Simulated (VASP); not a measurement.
Runs of VASP 6.6.1 on GaN. The structure is that of space group Fm-3m (No. 225), or close to it. The cells are those of the table. 

```csv
cell,gap on the mesh (eV),pressure (GPa)
"a = 2.997, b = 3.020 Å, angles 59.8, 60.5, 59.8°, 2 atoms",0.31,-4.1
"a = 3.100, b = 3.020 Å, angles 60.9, 58.3, 60.9°, 2 atoms",none,-15.4
"a = 3.042, b = 3.020 Å, angles 60.2, 59.5, 60.2°, 2 atoms",(b),-10.0
"a = 2.975, b = 3.020 Å, angles 59.5, 61.0, 59.5°, 2 atoms",0.31,(a)
```

Alike in all rows: task single point; level PBEsol; potentials or basis VASP PAW PBE potentials, release 64 (Ga_d, N); no spin polarisation; k mesh 14 × 14 × 14; cutoff (eV) 520; smearing gaussian 0.03 eV.

Task: Fill in the values left out.

Result: (a) -0.4; (b) 0.17.

Caveats: the PAW data sets were made with another functional, which shifts forces and pressure a little; the cell stands under tension (at least some runs); semilocal functionals underestimate gaps, so a narrow gap can read as zero (at least some runs).

A k mesh can miss the band edges, and the runs leave out spin-orbit coupling on Ga.

A gap of «none» marks levels without a gap at the run's occupations.
